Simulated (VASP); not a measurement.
# Ni (Fm-3m) in VASP: notebook

Runs on Ni. Level: PBE+D3(BJ). Tasks: single point.

Program: VASP 6.6.1. These are calculated values, not measurements. Logs are shortened: lines on timing, memory, paths and dates and some standing lists are left out, and cuts for length are marked.

## 1. The cell of the first run

Symmetry: Fm-3m, No. 225, cubic system. Conventional cell: a = 3.570 Å, b = 3.570 Å, c = 3.570 Å, α = 90.00°, β = 90.00°, γ = 90.00°. Ni (site symmetry m-3m) has 12 Ni at 2.52 Å within 3.3 Å.

## 2. Single point, PBE+D3(BJ), collinear spin, ferromagnetic start

Input file INCAR:

```
SYSTEM = Ni
PREC = Accurate ; ENCUT = 520
EDIFF = 1E-7 ; ISMEAR = -1
SIGMA = 0.1 ; LREAL = .False.
LASPH = .True. ; NELM = 150
ALGO = Normal ; ISIF = 2
LWAVE = .False. ; LCHARG = .False.
ISPIN = 2 ; MAGMOM = 1.5
LORBIT = 11 ; LMAXMIX = 4
GGA = PE ; IVDW = 12
NBANDS = 15
```

Input file KPOINTS:

```
Automatic mesh
0
Gamma
  14 14 14
  0 0 0
```

Input file POSCAR:

```
Ni
1.0
    0.0000000000      1.7851260800      1.7851260800
    1.7851260800      0.0000000000      1.7851260800
    1.7851260800      1.7851260800      0.0000000000
Ni
1
Direct
    0.0000000000      0.0000000000      0.0000000000
```

Potentials or basis: VASP PAW PBE potentials, release 64 (Ni).

On the command line:

```sh
$ cat potpaw_PBE.64/Ni/POTCAR > POTCAR
$ mpirun -np 1 vasp_std > vasp.out
```

OUTCAR:

```text
SYSTEM = Ni
   PREC = Accurate
   ENCUT = 520
   EDIFF = 1E-7
   ISMEAR = -1
   LREAL = .False.
   LASPH = .True.
   NELM = 150
   ISIF = 2
   ISPIN = 2
   LORBIT = 11
   GGA = PE
   IVDW = 12
 IVDW          = 12

 ion  position               nearest neighbor table
   1  0.000  0.000  0.000-

  LATTYP: Found a face centered cubic cell.
 ALAT       =     3.5702521600

  Lattice vectors:

 A1 = (   0.0000000000,   1.7851260800,   1.7851260800)
 A2 = (   1.7851260800,   0.0000000000,   1.7851260800)
 A3 = (   1.7851260800,   1.7851260800,   0.0000000000)

Analysis of symmetry for initial positions (statically):
=====================================================================
 Subroutine PRICEL returns:
 Original cell was already a primitive cell.

 Routine SETGRP: Setting up the symmetry group for a
 face centered cubic supercell.

 Subroutine GETGRP returns: Found 48 space group operations
 (whereof 48 operations were pure point group operations)
 out of a pool of 48 trial point group operations.

The static configuration has the point symmetry O_h .

Analysis of symmetry for dynamics (positions and initial velocities):
=====================================================================
 Subroutine PRICEL returns:
 Original cell was already a primitive cell.

 Routine SETGRP: Setting up the symmetry group for a
 face centered cubic supercell.

 Subroutine GETGRP returns: Found 48 space group operations
 (whereof 48 operations were pure point group operations)
 out of a pool of 48 trial point group operations.

The dynamic configuration has the point symmetry O_h .

Analysis of structural, dynamic, and magnetic symmetry:
=====================================================================
 Subroutine PRICEL returns:
 Original cell was already a primitive cell.

 Routine SETGRP: Setting up the symmetry group for a
 face centered cubic supercell.

 Subroutine GETGRP returns: Found 48 space group operations
 (whereof 48 operations were pure point group operations)
 out of a pool of 48 trial point group operations.

The overall configuration has the point symmetry O_h .

 Subroutine INISYM returns: Found 48 space group operations
 (whereof 48 operations are pure point group operations),
 and found     1 'primitive' translations

----------------------------------------------------------------------------------------

                                     Primitive cell

  volume of cell :      11.3772

  direct lattice vectors                    reciprocal lattice vectors
     0.000000000  1.785126080  1.785126080    -0.280092261  0.280092261  0.280092261
     1.785126080  0.000000000  1.785126080     0.280092261 -0.280092261  0.280092261
     1.785126080  1.785126080  0.000000000     0.280092261  0.280092261 -0.280092261

  length of vectors
     2.524549513  2.524549513  2.524549513     0.485134027  0.485134027  0.485134027

  position of ions in fractional coordinates (direct lattice)
     0.000000000  0.000000000  0.000000000

  ion indices of the primitive-cell ions
   primitive index   ion index
                 1           1

----------------------------------------------------------------------------------------

 KPOINTS: Automatic mesh

Automatic generation of k-mesh.
 Grid dimensions read from file:
 generate k-points for:   14   14   14

 Generating k-lattice:

  Cartesian coordinates                     Fractional coordinates (reciprocal lattice)
    -0.020006590  0.020006590  0.020006590     0.071428571  0.000000000  0.000000000
     0.020006590 -0.020006590  0.020006590     0.000000000  0.071428571  0.000000000
     0.020006590  0.020006590 -0.020006590     0.000000000  0.000000000  0.071428571

  Length of vectors
     0.034652430  0.034652430  0.034652430

  Shift w.r.t. Gamma in fractional coordinates (k-lattice)
     0.000000000  0.000000000  0.000000000

 Subroutine IBZKPT returns following result:
 ===========================================

 Found    104 irreducible k-points:

 Following reciprocal coordinates:
            Coordinates               Weight
  0.000000  0.000000  0.000000      1.000000
  0.071429  0.000000  0.000000      8.000000
  0.142857  0.000000  0.000000      8.000000
  0.214286  0.000000  0.000000      8.000000
  0.285714  0.000000  0.000000      8.000000
  0.357143  0.000000  0.000000      8.000000
[... 16 lines left out ...]
  0.214286  0.142857  0.000000     24.000000
  0.285714  0.142857  0.000000     24.000000
 [... further k-points ...]
   k-points           NKPTS =    104   k-points in BZ     NKDIM =    104   number of bands    NBANDS=     15
   number of dos      NEDOS =    301   number of ions     NIONS =      1
   total plane-waves  NPLWV =   8000
   dimension x,y,z NGX =    20 NGY =   20 NGZ =   20
   dimension x,y,z NGXF=    40 NGYF=   40 NGZF=   40
   ions per type =               1
   NGX,Y,Z   is equivalent  to a cutoff of  13.17, 13.17, 13.17 a.u.
   NGXF,Y,Z  is equivalent  to a cutoff of  26.34, 26.34, 26.34 a.u.
 SYSTEM =  Ni
   PREC   = accura    normal or accurate (medium, high low for compatibility)
   ISTART =      0    job   : 0-new  1-cont  2-samecut
   ICHARG =      2    charge: 1-file 2-atom 10-const
   ISPIN  =      2    spin polarized calculation?
   LNONCOLLINEAR =      F non collinear calculations
   LSORBIT =      F    spin-orbit coupling
   LASPH  =      T    aspherical Exc in radial PAW
   ENCUT  =  520.0 eV  38.22 Ry    6.18 a.u.   4.69  4.69  4.69*2*pi/ulx,y,z
   NELM   =    150;   NELMIN=  2; NELMDL= -5     # of ELM steps
   EDIFF  = 0.1E-06   stopping-criterion for ELM
   LREAL  =      F    real-space projection
   EDIFFG = 0.1E-05   stopping-criterion for IOM
   NSW    =      0    number of steps for IOM
   IBRION =     -1    ionic relax: 0-MD 1-quasi-New 2-CG
   NFREE  =      0    steps in history (QN), initial steepest desc. (CG)
   ISIF   =      2    stress and relaxation
   ISYM   =      2    0-nonsym 1-usesym 2-fastsym
   POTIM  = 0.5000    time-step for ionic-motion
   TEBEG  =    0.0;   TEEND  =   0.0 temperature during run
   PSTRESS=    0.0 pullay stress
   NELECT =      10.0000    total number of electrons
   NUPDOWN=      -1.0000    fix difference up-down
   EMIN   =  10.00;   EMAX   =-10.00  energy-range for DOS
   EFERMI =   0.00;   METHOD = LEGACY
   ISMEAR =    -1;   SIGMA  =   0.10  broadening in eV -4-tet -1-fermi 0-gaus
   EFERMI_NEDOS =   21; number of points for ismear=-14 and -15
   IALGO  =     38    algorithm
   IMIX   =      4    mixing-type and parameters
     AMIX     =   0.40;   BMIX     =  1.00
     AMIX_MAG =   1.60;   BMIX_MAG =  1.00
  volume/ion in A,a.u.               =      11.38        76.78
  Fermi-wavevector in a.u.,A,eV,Ry     =   1.568180  2.963431 33.459295  2.459189
  Thomas-Fermi vector in A             =   2.670250
   LORBIT       =     11    0 simple, 1 ext, 2 COOP (PROOUT), +10 PAW based schemes
   GGA     = PE    functional components
   LHFCALC =     F    Hartree Fock is set to
   AEXX    =    0.0000 exact exchange contribution
   IVDW    =    12    specifies the selected vdW correction
   LEPSILON=     F    determine dielectric tensor
   LRPA    =     F    only Hartree local field effects (RPA)
 spin polarized calculation
  energy-cutoff  :      520.00
  volume of cell :       11.38
 maximum number of plane-waves:       331
   NGX =  9   NGY =  9   NGZ =  9

 number of electron      10.0000000 magnetization       0.6181679

 Free energy of the ion-electron system (eV)
  ---------------------------------------------------
  ext. energy  EPLUGINS =         0.00000000
  ---------------------------------------------------
  free energy    TOTEN  =        -5.48582200 eV

  energy without entropy =       -5.42697202  energy(sigma->0) =       -5.45639701

 E-fermi :   8.7461     XC(G=0): -12.9939

 val. band max:        8.7457581271   @ k =   0.5000   0.4286   0.0000
 cond. band min:       8.7523484045   @ k =  -0.3571   0.2143   0.0714
 fundamental gap:      0.0065902774
 Fermi energy:         8.7460703025

 spin component 1

 k-point     1 :       0.0000    0.0000    0.0000
  band No.  band energies     occupation
      1       0.0562      1.00000
      2       6.4481      1.00000
      3       6.4481      1.00000
      4       6.4481      1.00000
      5       7.5381      0.99999
      6       7.5381      0.99999
      7      32.1029      0.00000
      8      35.6123      0.00000
      9      35.6123      0.00000
     10      35.6123      0.00000
     11      38.4247      0.00000
     12      38.4247      0.00000
     13      38.4247      0.00000
     14      41.4804      0.00000
     15      47.2959      0.00000

 k-point     2 :       0.0714    0.0000    0.0000
  band No.  band energies     occupation
      1       0.2491      1.00000
      2       6.4011      1.00000
      3       6.4892      1.00000
      4       6.4892      1.00000
      5       7.5212      1.00000
      6       7.5212      1.00000
      7      31.2917      0.00000
      8      33.6749      0.00000
      9      35.1454      0.00000
     10      35.1455      0.00000
     11      39.1212      0.00000
     12      39.1212      0.00000
     13      39.6439      0.00000
     14      43.0493      0.00000
     15      45.6111      0.00000
[... 365 lines left out ...]
      3       6.8038      1.00000
      4       6.8497      1.00000
      5       7.2113      1.00000
      6       7.7259      0.99996
      7      27.4021      0.00000
      8      29.9525      0.00000
      9      30.7343      0.00000
     10      32.8366      0.00000
     11      36.5525      0.00000
     12      42.1911      0.00000
     13      43.9133      0.00000
     14      44.6131      0.00000
     15      48.7719      0.00000

 k-point    24 :       0.2857    0.1429    0.0000
  band No.  band energies     occupation
      1       2.6308      1.00000
      2       5.8368      1.00000
      3       6.6765      1.00000
      4       6.9147      1.00000
      5       7.5032      1.00000
      6       7.8468      0.99988
      7      23.8113      0.00000
      8      29.1619      0.00000
      9      30.0662      0.00000
     10      32.4803      0.00000
     11      37.2644      0.00000
     12      41.4773      0.00000
     13      43.3773      0.00000
     14      45.4059      0.00000
     15      49.5969      0.00000

 [... further k-points ...]

 spin component 2

 k-point     1 :       0.0000    0.0000    0.0000
  band No.  band energies     occupation
      1       0.0170      1.00000
      2       7.1816      1.00000
      3       7.1816      1.00000
      4       7.1816      1.00000
      5       8.1324      0.99784
      6       8.1324      0.99784
      7      31.9303      0.00000
      8      35.6006      0.00000
      9      35.6006      0.00000
     10      35.6006      0.00000
     11      38.5136      0.00000
     12      38.5136      0.00000
     13      38.5136      0.00000
     14      41.3488      0.00000
     15      47.4676      0.00000

 k-point     2 :       0.0714    0.0000    0.0000
  band No.  band energies     occupation
      1       0.2102      1.00000
      2       7.1280      1.00000
      3       7.2243      1.00000
      4       7.2243      1.00000
      5       8.1145      0.99819
      6       8.1145      0.99819
      7      31.2063      0.00000
      8      33.6324      0.00000
      9      35.1645      0.00000
     10      35.1645      0.00000
     11      39.1718      0.00000
     12      39.1718      0.00000
     13      39.6194      0.00000
     14      42.9926      0.00000
     15      45.7589      0.00000
[... 365 lines left out ...]
      3       7.4928      1.00000
      4       7.5892      0.99999
      5       7.8293      0.99990
      6       8.3371      0.98354
      7      27.4703      0.00000
      8      30.0292      0.00000
      9      30.6968      0.00000
     10      32.8098      0.00000
     11      36.7482      0.00000
     12      42.1543      0.00000
     13      43.8430      0.00000
     14      44.5584      0.00000
     15      48.9094      0.00000

 k-point    24 :       0.2857    0.1429    0.0000
  band No.  band energies     occupation
      1       2.6207      1.00000
      2       6.4941      1.00000
      3       7.2971      1.00000
      4       7.6222      0.99999
      5       8.1719      0.99680
      6       8.4985      0.92241
      7      23.9208      0.00000
      8      29.2391      0.00000
      9      30.0215      0.00000
     10      32.5435      0.00000
     11      37.3725      0.00000
     12      41.4320      0.00000
     13      43.3466      0.00000
     14      45.4062      0.00000
     15      49.6866      0.00000

 [... further k-points ...]

------------------------ aborting loop because EDIFF is reached ----------------------------------------

 Edisp (eV)   -0.44255

 E8    (eV) :    -0.1912

  FORCE on cell =-STRESS in cart. coord.  units (eV):
  Direction    XX          YY          ZZ          XY          YZ          ZX
  --------------------------------------------------------------------------------------
  -------------------------------------------------------------------------------------
  Total      -0.95298    -0.95298    -0.95298     0.00000     0.00000     0.00000
  in kB    -134.20207  -134.20207  -134.20207     0.00000     0.00000     0.00000
  external pressure =     -134.20 kB  Pullay stress =        0.00 kB

 VOLUME and BASIS-vectors are now :
 -----------------------------------------------------------------------------
  energy-cutoff  :      520.00
  volume of cell :       11.38
      direct lattice vectors                 reciprocal lattice vectors
     0.000000000  1.785126080  1.785126080    -0.280092261  0.280092261  0.280092261
     1.785126080  0.000000000  1.785126080     0.280092261 -0.280092261  0.280092261
     1.785126080  1.785126080  0.000000000     0.280092261  0.280092261 -0.280092261

 POSITION                                       TOTAL-FORCE (eV/Angst)
 -----------------------------------------------------------------------------------
      0.00000      0.00000      0.00000         0.000000     -0.000000      0.000000
 -----------------------------------------------------------------------------------
    total drift:                                0.000000      0.000000      0.000000

  FREE ENERGIE OF THE ION-ELECTRON SYSTEM (eV)
  ---------------------------------------------------
  free  energy   TOTEN  =        -5.9283738324 eV

  energy  without entropy=       -5.8695238607  energy(sigma->0) =       -5.89894885

 total charge

# of ion       s       p       d       tot
------------------------------------------
    1        0.479   0.459   8.296   9.234

 magnetization (x)

# of ion       s       p       d       tot
------------------------------------------
    1       -0.007  -0.024   0.665   0.634
```

It took 20 s on 1 thread of Intel Xeon Platinum 8559C (Emerald Rapids), shared host; peak memory 0.16 GiB.

Results:

```yaml
Free_energy: -5.9284 eV
Pressure: -13.4 GPa
Net_moment: 0.62 μB per cell
Site_moments: Ni +0.63 μB
Valence_electrons_inside_the_program's_atomic_spheres: Ni 9.23
Dispersion_energy_per_atom: -0.443 eV
```

Levels at points of the mesh, in eV from the Fermi level:
Spin up:
| k point | band 2 | band 3 | band 4 | band 5 | band 6 | band 7 | band 8 | band 9 |
| --- | --- | --- | --- | --- | --- | --- | --- | --- |
| (0.00, 0.00, 0.00) | -2.30 | -2.30 | -2.30 | -1.21 | -1.21 | 23.36 | 26.87 | 26.87 |
| (0.50, 0.00, 0.00) | -2.28 | -2.28 | -0.59 | -0.59 | -0.20 | 5.37 | 21.87 | 23.92 |
| (0.50, 0.50, 0.00) | -3.94 | -0.55 | -0.47 | -0.47 | 2.44 | 8.84 | 14.43 | 14.43 |
Spin down:
```
           k point  band 3  band 4  band 5  band 6  band 7  band 8
(0.00, 0.00, 0.00)   -1.56   -1.56   -0.61   -0.61   23.18   26.85
(0.50, 0.00, 0.00)   -1.67   -0.26    0.15    0.15    5.78   21.72
(0.50, 0.50, 0.00)    0.07    0.37    0.37    2.39    9.08   14.43
```

Caveat: three body term missing; pairwise dispersion overbinds metals, which lowers pressure and volume.

## 3. Single point, PBE+D3(BJ), collinear spin, ferromagnetic start

This run uses another cell than the first one, of 11.60 Å³/atom, 1.019 times its volume.

Input file INCAR:

```
PREC = Accurate
ENCUT = 520
EDIFF = 1E-6
ISMEAR = -1
SIGMA = 0.1
LREAL = False
LASPH = True
NELM = 150
ALGO = Normal
ISIF = 2
LWAVE = False
LCHARG = True
ISPIN = 2
MAGMOM = 1.5
LORBIT = 11
LMAXMIX = 4
GGA = PE
IVDW = 12
LELF = True
LVHAR = True
NBANDS = 15
```

Input file KPOINTS:

```
regular mesh
0
Gamma
  14 14 14
```

Input file POSCAR:

```
Ni
1.0
    0.0000000000      1.7964966163      1.7964966163
    1.7964966163      0.0000000000      1.7964966163
    1.7964966163      1.7964966163      0.0000000000
Ni
1
Direct
    0.0000000000      0.0000000000      0.0000000000
```

Potentials or basis: VASP PAW PBE potentials, release 64 (Ni).

On the command line:

```sh
$ cat potpaw_PBE.64/Ni/POTCAR > POTCAR
$ mpirun -np 1 vasp_std > vasp.out
```

Wall time 20 s (1 thread of Intel Xeon Platinum 8559C (Emerald Rapids), shared host); peak memory 0.16 GiB.

The run converged. Its results:

* Free energy: -5.9084 eV
* Pressure: -15.7 GPa
* Net moment: 0.63 μB per cell
* Site moments: Ni +0.65 μB
* Valence electrons inside the program's atomic spheres: Ni 9.20
* Dispersion energy per atom: -0.435 eV

Levels at points of the mesh, in eV from the Fermi level:
Spin up:
| k point | band 3 | band 4 | band 5 | band 6 | band 7 | band 8 |
| --- | --- | --- | --- | --- | --- | --- |
| (0.00, 0.00, 0.00) | -2.26 | -2.26 | -1.20 | -1.20 | 23.19 | 26.55 |
| (0.50, 0.00, 0.00) | -2.24 | -0.60 | -0.60 | -0.16 | 5.24 | 21.71 |
| (0.50, 0.50, 0.00) | -0.56 | -0.49 | -0.49 | 2.43 | 8.67 | 14.25 |
Spin down:
| k point | band 2 | band 3 | band 4 | band 5 | band 6 | band 7 | band 8 | band 9 |
| --- | --- | --- | --- | --- | --- | --- | --- | --- |
| (0.00, 0.00, 0.00) | -1.52 | -1.52 | -1.52 | -0.60 | -0.60 | 23.02 | 26.55 | 26.55 |
| (0.50, 0.00, 0.00) | -1.62 | -1.62 | -0.23 | 0.15 | 0.15 | 5.65 | 21.56 | 23.67 |
| (0.50, 0.50, 0.00) | -3.25 | 0.07 | 0.36 | 0.36 | 2.38 | 8.91 | 14.26 | 14.26 |

Caveat: three body term missing; pairwise dispersion overbinds metals, which lowers pressure and volume.
